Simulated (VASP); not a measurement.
**TiO: single point with PBEsol**

Crystal: TiO.

```
Ti O
1.0
     3.03100    0.00000    0.00000
    -1.51550    2.62492    0.00000
     0.00000    0.00000    3.23770
Ti O
1 1
Cartesian
  1.5155 0.8750 0.0000
  0.0000 0.0000 1.6188
```

```yaml
Program: VASP 6.6.1
Task: single point
Functional: PBEsol
Potentials_or_basis: VASP PAW PBE potentials, release 64 (Ti_sv, O)
Cutoff: 520 eV
k_mesh: 1 × 1 × 1
Occupations: gaussian, width 0.1 eV
Spin: no spin polarisation
```

* Pressure: -12.2 GPa
* Band gap on the k mesh: 2.74 eV

Stress tensor (GPa, compression positive):
```
 -6.74   0.00   0.00
  0.00  -6.74   0.00
  0.00   0.00 -23.05
```

Levels at points of the mesh, in eV from the valence-band top:
| k point | band 6 | band 7 | band 8 | band 9 | band 10 | band 11 | band 12 | band 13 |
| --- | --- | --- | --- | --- | --- | --- | --- | --- |
| (0.00, 0.00, 0.00) | -1.27 | -1.27 | -1.26 | 0.00 | 2.74 | 3.03 | 3.03 | 3.51 |

It took 2 s on 1 thread of Intel(R) Xeon(R) 6975P-C (Granite Rapids), with other jobs on the host, peak memory 0.13 GiB.

Caveat: the k points lie up to 2.39 Å⁻¹ apart; the PAW data sets were made with another functional, which shifts forces and pressure a little. A k mesh can miss the band edges.
